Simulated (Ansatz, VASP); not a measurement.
**NaH in VASP and in Ansatz**

File POSCAR:

```
NaH
1.0
    3.2514018235      0.0000000000      0.0000000000
   -1.6257009118      2.8157965770      0.0000000000
    0.0000000000      0.0000000000      5.7119213332
Na H
2 2
Direct
    0.0000000000      0.0000000000      0.0000000000
    0.0000000000      0.0000000000      0.5000000000
    0.3333333333      0.6666666667      0.2500000000
    0.6666666667      0.3333333333      0.7500000000
```

INCAR.step1

```
  ALGO = Normal
  EDIFF = 1E-4
  ENCUT = 520
  GGA = PE
  ISMEAR = 0
  LASPH = True
  LCHARG = False
  LREAL = False
  LWAVE = True
  NBANDS = 16
  NELM = 80
  PREC = Accurate
  SIGMA = 0.01
```

File INCAR.step2:

```
  ALGO = Normal
  EDIFF = 1E-6
  ENCUT = 520
  ISIF = 2
  ISMEAR = 0
  ISTART = 1
  LASPH = True
  LCHARG = False
  LMIXTAU = True
  LREAL = False
  LWAVE = False
  METAGGA = R2SCAN
  NBANDS = 16
  NELM = 80
  PREC = Accurate
  SIGMA = 0.01
```

Contents of KPOINTS:

```
k-points
0
Gamma
  9 9 4
```

Input for Ansatz:

```yaml
crystal:
  lattice:
    - [3.2514018235, 0.0, 0.0]
    - [-1.6257009118, 2.815796577, 0.0]
    - [0.0, 0.0, 5.7119213332]
  atoms:
    - { symbol: Na, position: [0.0, 0.0, 0.0] }
    - { symbol: Na, position: [0.0, 0.0, 0.5] }
    - { symbol: H, position: [0.3333333333, 0.6666666667, 0.25] }
    - { symbol: H, position: [0.6666666667, 0.3333333333, 0.75] }
kpoints:
  mp_grid: { grid: [9, 9, 4] }
hamiltonian:
  xc: r2scan
scf:
  occupations: { method: fixed }
  n_extra_bands: 5
output:
  forces: true
  stress: true
  eigenvalues: true
```

Alike in both runs: task single point; functional r2SCAN; k mesh 9 × 9 × 4; no spin polarisation.

|  | VASP | Ansatz |
| --- | --- | --- |
| version | VASP 6.6.1 | Ansatz 0.2.0 |
| potentials or method | VASP PAW PBE potentials, release 64 (Na_pv, H) | plane waves, PAW |
| plane-wave cutoff (eV) | 520 | 500 |
| occupations | gaussian, width 0.01 eV | fixed |
| valence electrons in the cell | 16 | 20 |

|  | VASP | Ansatz | Ansatz less VASP |
| --- | --- | --- | --- |
| gap on the k mesh at the Fermi level (eV) | 4.16 | 4.14 | -0.022 |
| pressure (GPa) | 1.4 | 1.6 | +0.26 |
| traceless stress, the component that is largest in VASP (GPa) | 0.21 | 0.12 | -0.098 |

VASP's potentials were made for PBE, not for r2SCAN. VASP's potentials hold 16 valence electrons a cell and Ansatz's 20, so a difference there can come from the potentials and not from the codes.
